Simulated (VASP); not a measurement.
Here is a VASP 6.6.1 calculation.

File POSCAR:

```
KCl
1.0
    0.0000000000      3.2823440000      3.1561000000
    3.1561000000      0.0000000000      3.1561000000
    3.1561000000      3.2823440000      0.0000000000
K Cl
1 1
Direct
    0.0000000000      0.0000000000      0.0000000000
    0.5000000000      0.5000000000      0.5000000000
```

File INCAR.step1:

```
SYSTEM = KCl
PREC = Accurate
ENCUT = 520
ISMEAR = 0
SIGMA = 0.05
LREAL = .False.
LASPH = .True.
NELM = 60
NBANDS = 15
GGA = PE
ALGO = Normal
EDIFF = 1E-4
LWAVE = .True.
LCHARG = .False.
```

The input INCAR.step2:

```
SYSTEM = KCl
PREC = Accurate
ENCUT = 520
EDIFF = 1E-7
ISMEAR = 0
SIGMA = 0.05
LREAL = .False.
LASPH = .True.
NELM = 60
ALGO = Normal
ISIF = 2
LWAVE = .False.
LCHARG = .True.
METAGGA = R2SCAN
LMIXTAU = .True.
LELF = .True.
LVHAR = .True.
NBANDS = 15
ISTART = 1
```

KPOINTS

```
regular mesh
0
Gamma
  6 6 6
  0 0 0
```

Potentials or basis: VASP PAW PBE potentials, release 64 (K_sv, Cl).

Command:

```console
$ cat potpaw_PBE.64/K_sv/POTCAR potpaw_PBE.64/Cl/POTCAR > POTCAR
$ cp INCAR.step1 INCAR
$ mpirun -np 1 vasp_std > vasp.out
$ cp INCAR.step2 INCAR
$ mpirun -np 1 vasp_std > vasp.out
```

Task: Estimate the band gap on the k mesh.

Result: 5.65 eV.

Task: Estimate the pressure.

Result: -0.8 GPa.

Stress tensor (GPa, compression positive):
```
-0.40  0.00  0.00
 0.00 -1.53  0.00
 0.00  0.00 -0.40
```

Caveat: the cell differs from its parent crystal (strain +0.0400 x Voigt [0, 1, 0, 0, 0, 0]); the PAW data sets were made with another functional, which shifts forces and pressure a little.
